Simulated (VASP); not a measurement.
A run of VASP 6.6.1 is set up as follows.

INCAR

```
SYSTEM = In2SiH2
ALGO     = Normal         ! electronic algorithm
EDIFF    = 1E-6           ! SCF threshold, eV
ENCUT    = 500            ! plane-wave cutoff, eV
GGA      = PE             ! functional
GGA_COMPAT= .False.      
ISIF     = 2              ! what is computed and relaxed
ISMEAR   = 0              ! smearing method
LASPH    = .True.         ! aspherical terms in the spheres
LCHARG   = .False.        ! write CHGCAR
LREAL    = .False.        ! projectors in reciprocal space
LWAVE    = .False.        ! write WAVECAR
NBANDS   = 24             ! bands
NELM     = 120            ! most SCF steps
PREC     = Accurate       ! precision mode
SIGMA    = 0.15           ! smearing width, eV
```

KPOINTS

```
k-points
0
Gamma
  3 3 3
  0 0 0
```

The input POSCAR:

```
In2SiH2
1.0
   -2.4898216536      2.4898216536      3.4047760729
    2.4898216536     -2.4898216536      3.4047760729
    2.4898216536      2.4898216536     -3.4047760729
In Si H
2 1 2
Direct
    0.7500000000      0.2500000000      0.5000000000
    0.2500000000      0.7500000000      0.5000000000
    0.0000000000      0.0000000000      0.0000000000
    0.5555876022      0.5555876022      0.0000000000
    0.4444123978      0.4444123978      0.0000000000
```

Potentials or basis: VASP PAW PBE potentials, release 64 (In_d, Si, H).

Command:

```console
$ cat potpaw_PBE.64/In_d/POTCAR potpaw_PBE.64/Si/POTCAR potpaw_PBE.64/H/POTCAR > POTCAR
$ mpirun -np 1 vasp_std > vasp.out
```

(1) What does it give for the band gap on the k mesh?

(2) Estimate the pressure.

Answers

(1) zero (filled and empty bands touch).

(2) -0.1 GPa.

Caveat: the k points lie up to 0.59 Å⁻¹ apart; spin-orbit coupling is left out, which moves the levels of the heavy elements.
